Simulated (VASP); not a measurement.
A run of VASP 6.6.1 is set up as follows.

File POSCAR:

```
Ba3Sr
1.0
   -0.0443558262      4.9988806522      4.9162188829
    5.2076016199     -0.1101458093      4.9820088660
    5.0478986821      4.9049577143      0.0495671117
Ba Sr
3 1
Direct
    0.2524100000      0.2483700000      0.2521500000
    0.7455300000      0.7566200000      0.7502000000
    0.4946900000      0.5053300000      0.5002000000
    0.9981600000      0.9968900000      0.0022300000
```

Contents of INCAR.step1:

```
ALGO = Normal ; EDIFF = 1E-4
ENCUT = 520 ; GGA = PE
ISMEAR = 1 ; LASPH = True
LCHARG = False ; LREAL = False
LWAVE = True ; NBANDS = 28
NELM = 100 ; PREC = Accurate
SIGMA = 0.15
```

Contents of INCAR.step2:

```
ALGO = Normal ; EDIFF = 1E-6
ENCUT = 520 ; ISIF = 2
ISMEAR = 1 ; ISTART = 1
LASPH = True ; LCHARG = False
LMIXTAU = True ; LREAL = False
LWAVE = False ; METAGGA = R2SCAN
NBANDS = 28 ; NELM = 100
PREC = Accurate ; SIGMA = 0.15
```

KPOINTS

```
k-points
0
Gamma
  3 3 3
```

Potentials or basis: VASP PAW PBE potentials, release 64 (Ba_sv, Sr_sv).

Launch:

```console
$ cat potpaw_PBE.64/Ba_sv/POTCAR potpaw_PBE.64/Sr_sv/POTCAR > POTCAR
$ cp INCAR.step1 INCAR
$ mpirun -np 1 vasp_std > vasp.out
$ cp INCAR.step2 INCAR
$ mpirun -np 1 vasp_std > vasp.out
```

What does it give for the largest force?

0.064 eV/Å.

Estimate the pressure.

-0.2 GPa.

Forces in eV/Å, atoms in the order of the input:
```
Ba   0.015 -0.056 -0.026
Ba  -0.032  0.015 -0.024
Ba  -0.011  0.040  0.007
Sr   0.028  0.001  0.043
```

Caveat: the k points lie up to 0.37 Å⁻¹ apart; the PAW data sets were made with another functional, which shifts forces and pressure a little.
